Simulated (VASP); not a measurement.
RbBr, 2 atoms in the cell. Symmetry: Pm-3m, No. 221, cubic system. Conventional cell: a = 4.070 Å, b = 4.070 Å, c = 4.070 Å, α = 90.00°, β = 90.00°, γ = 90.00°. Rb (site symmetry m-3m) has 8 Br at 3.52 Å and 6 Rb at 4.07 Å within 4.6 Å. Within 4.6 Å of Br (site symmetry m-3m) lie 8 Rb at 3.52 Å and 6 Br at 4.07 Å. 

```yaml
Program: VASP 6.6.1
Task: relaxation of cell and atoms
Functional: PBEsol
Potentials_or_basis: VASP PAW PBE potentials, release 64 (Rb_sv, Br)
Cutoff: 600 eV
k_mesh: 6 × 6 × 6
Occupations: gaussian, width 0.01 eV
Spin: no spin polarisation
Target_pressure: 2 GPa
Dipole_correction: no
Further_INCAR_settings: ALGO = Normal; EDIFF = 1e-06; IBRION = 2; EDIFFG = -0.002; NSW = 100; ISIF = 3
```

Potentials or basis: VASP PAW PBE potentials, release 64 (Rb_sv, Br).

Command:

```console
$ cat potpaw_PBE.64/Rb_sv/POTCAR potpaw_PBE.64/Br/POTCAR > POTCAR
$ mpirun -np 1 vasp_std > vasp.out
```

Hardware: 1 thread of Intel(R) Xeon(R) 6975P-C (Granite Rapids), on a shared host.

Question: How long does it take, and how much memory?

Answer: Wall time 25 s on 1 thread of Intel(R) Xeon(R) 6975P-C (Granite Rapids), on a shared host, peak memory 0.22 GiB. Counts: scf iterations 35, k points 20, ion steps 4.
